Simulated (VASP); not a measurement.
Wanted: the native input for a VASP 6.6.1 run.

```yaml
Task: single point
Functional: PBE
Potentials_or_basis: VASP PAW PBE potentials, release 64 (Hg_sv_GW, Ir_sv_GW, N)
Cutoff: 700 eV
k_mesh: 6 × 6 × 10
Occupations: gaussian, width 0.1 eV
Spin: no spin polarisation
Dipole_correction: no
Further_INCAR_settings: ALGO = Normal; EDIFF = 1e-06; NBANDS = 52
```

The structure of Hg3IrN2 lies in POSCAR:

```
Hg3IrN2
1.0
    3.2789379692     -6.6731761659      0.0000000000
    3.2789379692      6.6731761659      0.0000000000
    0.0000000000      0.0000000000      3.0633550222
Hg Ir N
3 1 2
Direct
    0.2401194297      0.7598805703      0.0000000000
    0.7598805703      0.2401194297      0.0000000000
    0.5000000000      0.5000000000      0.0000000000
    0.0000000000      0.0000000000      0.5000000000
    0.1843642794      0.1843642794      0.0000000000
    0.8156357206      0.8156357206      0.0000000000
```

The input as run:

INCAR

```
SYSTEM = Hg3IrN2
PREC = Accurate
ENCUT = 700
EDIFF = 1E-6
ISMEAR = 0
SIGMA = 0.1
LREAL = .False.
LASPH = .True.
NELM = 120
ALGO = Normal
ISIF = 2
LWAVE = .False.
LCHARG = .True.
GGA = PE
LELF = .True.
LVHAR = .True.
NBANDS = 52
GGA_COMPAT = .False.
```

KPOINTS

```
Automatic mesh
0
Gamma
  6 6 10
  0 0 0
```

Potentials or basis: VASP PAW PBE potentials, release 64 (Hg_sv_GW, Ir_sv_GW, N).

Run with:

```console
$ cat potpaw_PBE.64/Hg_sv_GW/POTCAR potpaw_PBE.64/Ir_sv_GW/POTCAR potpaw_PBE.64/N/POTCAR > POTCAR
$ mpirun -np 1 vasp_std > vasp.out
```

Results of the run:

* Pressure: -0.2 GPa
* Band gap on the k mesh: zero (an odd number of electrons rules out a gap without spin polarisation)

Caveat: spin-orbit coupling is left out, which moves the levels of the heavy elements.

It took 16 min on 1 thread of Intel(R) Xeon(R) Platinum 8488C (Sapphire Rapids), with other jobs on the host, peak memory 0.9 GiB.
